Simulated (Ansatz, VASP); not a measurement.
**Two plane-wave programs on Sc**

File INCAR:

```
PREC = Accurate ; ENCUT = 520
EDIFF = 1E-7 ; ISMEAR = -1
SIGMA = 0.01 ; LREAL = False
LASPH = True ; NELM = 60
ALGO = Normal ; ISIF = 2
LWAVE = False ; LCHARG = False
GGA = RP ; NBANDS = 18
```

The input KPOINTS:

```
Automatic mesh
0
Gamma
  8 8 5
```

Contents of POSCAR:

```
Sc
1.0
    3.4158149020      0.0000000000      0.0000000000
   -1.7079074510      2.9582051269      0.0000000000
    0.0000000000      0.0000000000      5.4435227328
Sc
2
Direct
    0.3333333333      0.6666666667      0.2500000000
    0.6666666667      0.3333333333      0.7500000000
```

Input for Ansatz:

```yaml
crystal:
  lattice:
    - [3.415814902045119, 0.0, 0.0]
    - [-1.7079074510225596, 2.9582051268633114, 0.0]
    - [0.0, 0.0, 5.443522732836061]
  atoms:
    - { symbol: Sc, position: [0.3333333333333333, 0.6666666666666666, 0.25] }
    - { symbol: Sc, position: [0.6666666666666666, 0.3333333333333333, 0.75] }
basis:
  ecutwfc: 530.0
kpoints:
  mp_grid:
    grid: [8, 8, 5]
hamiltonian:
  xc: rpbe
scf:
  algorithm: density_mixing
  self_checks: high
  lower_state_search: "off"
  occupations:
    method: fermi_dirac
    width: 0.01
output:
  stress: true
```

Alike in both runs: task single point; functional RPBE; k mesh 8 × 8 × 5; occupations fermi-dirac, width 0.01 eV; no spin polarisation.

```csv
,VASP,Ansatz
version,VASP 6.6.1,Ansatz 0.2.0
potentials or method,"VASP PAW PBE potentials, release 64 (Sc_sv), cutoff 520 eV","plane waves, PAW"
valence electrons in the cell,22,22
```

|  | VASP | Ansatz | Ansatz less VASP |
| --- | --- | --- | --- |
| gap on the k mesh at the Fermi level (eV) | none | none | - |
| pressure (GPa) | -3.2 | -3.2 | -0.02 |
| traceless stress, the component that is largest in VASP (GPa) | -0.57 | -0.58 | -0.003 |

VASP's potentials were made for PBE, not for RPBE. A gap of «none» marks a metal or a gap that the smearing closes. Ansatz's warnings: near symmetry operations not taken.
